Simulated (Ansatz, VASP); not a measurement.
## Two plane-wave programs on Ag

The input INCAR:

```
PREC = Accurate
ENCUT = 520
EDIFF = 1E-6
ISMEAR = -1
SIGMA = 0.1
LREAL = F
LASPH = T
NELM = 80
ALGO = Normal
ISIF = 2
LWAVE = F
LCHARG = T
GGA = PE
LELF = T
LVHAR = T
NBANDS = 24
```

Contents of KPOINTS:

```
Automatic mesh
0
Gamma
  9 9 13
```

The input POSCAR:

```
Ag
1.0
    4.5288592326      0.0000000000      0.0000000000
   -2.2644296163      3.9221071456      0.0000000000
    0.0000000000      0.0000000000      2.7127337626
Ag
3
Direct
    0.0000000000      1.0000000000      0.0000000000
    0.3333333333      0.6666666667      0.5000000000
    0.6666666667      0.3333333333      0.5000000000
```

Input for Ansatz:

```yaml
crystal:
  lattice:
    - [4.5288592326, 0.0, 0.0]
    - [-2.2644296163, 3.9221071456, 0.0]
    - [0.0, 0.0, 2.7127337626]
  atoms:
    - { symbol: Ag, position: [0.0, 1.0, 0.0] }
    - { symbol: Ag, position: [0.3333333333, 0.6666666667, 0.5] }
    - { symbol: Ag, position: [0.6666666667, 0.3333333333, 0.5] }
hamiltonian:
  xc: pbe
  pseudopotentials:
    kind: paw
    azcp:
      Ag: "pseudopotentials/Ag.paw.azcp"
basis:
  ecutwfc: 420
  fft_grid_basis: typed
kpoints:
  mp_grid: { grid: [9, 9, 13], shift: [0, 0, 0] }
magnetization:
  spin_polarized: false
scf:
  occupations: { method: fermi_dirac, width: 0.1 }
  lower_state_search: "off"
output:
  stress: true
  write_density: true
  write_potential: true
  elf: true
  volumetric_format: npy
```

Alike in both runs: task single point; functional PBE; k mesh 9 × 9 × 13; occupations fermi-dirac, width 0.1 eV; no spin polarisation.

```csv
,VASP,Ansatz
version,VASP 6.6.1,Ansatz 0.2.0
potentials or method,"VASP PAW PBE potentials, release 64 (Ag), cutoff 520 eV","plane waves (420 eV) with PAW, scalar-relativistic"
valence electrons in the cell,33,57
```

|  | VASP | Ansatz | Ansatz less VASP |
| --- | --- | --- | --- |
| pressure (GPa) | 15.6 | 15.9 | +0.30 |
| traceless stress, the component that is largest in VASP (GPa) | -0.36 | -0.37 | -0.006 |

VASP's potentials hold 33 valence electrons a cell and Ansatz's 57, so a difference there can come from the potentials and not from the codes.
